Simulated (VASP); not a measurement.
Set up this calculation in VASP 6.6.1, as the native input.

- Task: single point
- Functional: PBE
- Potentials or basis: VASP PAW PBE potentials, release 64 (Pb_d, Se)
- Cutoff: 400 eV
- k mesh: 4 × 4 × 1
- Occupations: fermi-dirac, width 0.05 eV
- Spin: no spin polarisation
- Dipole correction: yes
- Further INCAR settings: ALGO = Normal; EDIFF = 1e-06; NBANDS = 28; NELMDL = -8

The structure of PbSe (Clausthalite) lies in POSCAR:

```
PbSe
1.0
    4.3284127397      0.0000000000      0.0000000000
    2.1642063698      3.7485153906      0.0000000000
    0.0000000000      0.0000000000     18.3012013042
Pb Se
2 2
Direct
    0.0000000000      0.0000000000      0.3551679418
    0.3333333333      0.3333333333      0.5482773527
    0.6666666667      0.6666666667      0.4517226473
    1.0000000000      1.0000000000      0.6448320582
```

These files were run (other wordings do the same):

INCAR

```
  PREC = Accurate
  ENCUT = 400
  EDIFF = 1E-6
  ISMEAR = -1
  SIGMA = 0.05
  LREAL = F
  LASPH = T
  NELM = 120
  ALGO = Normal
  ISIF = 2
  LWAVE = F
  LCHARG = F
  LDIPOL = T
  IDIPOL = 3
  DIPOL = 0.5 0.5 0.500
  GGA = PE
  NBANDS = 28
  GGA_COMPAT = F
  NELMDL = -8
```

KPOINTS

```
Automatic mesh
0
Gamma
  4 4 1
```

Potentials or basis: VASP PAW PBE potentials, release 64 (Pb_d, Se).

Command:

```console
$ cat potpaw_PBE.64/Pb_d/POTCAR potpaw_PBE.64/Se/POTCAR > POTCAR
$ mpirun -np 1 vasp_std > vasp.out
```

Results of the run:

```
Largest force          : 2.265 eV/Å
Band gap on the k mesh : 0.37 eV, indirect (least direct gap 0.47 eV)
```

Caveat: spin-orbit coupling is left out, which moves the levels of the heavy elements.

Run time: 99 s on 1 thread of Intel Xeon 8259CL, on a shared host, peak memory 0.29 GiB.
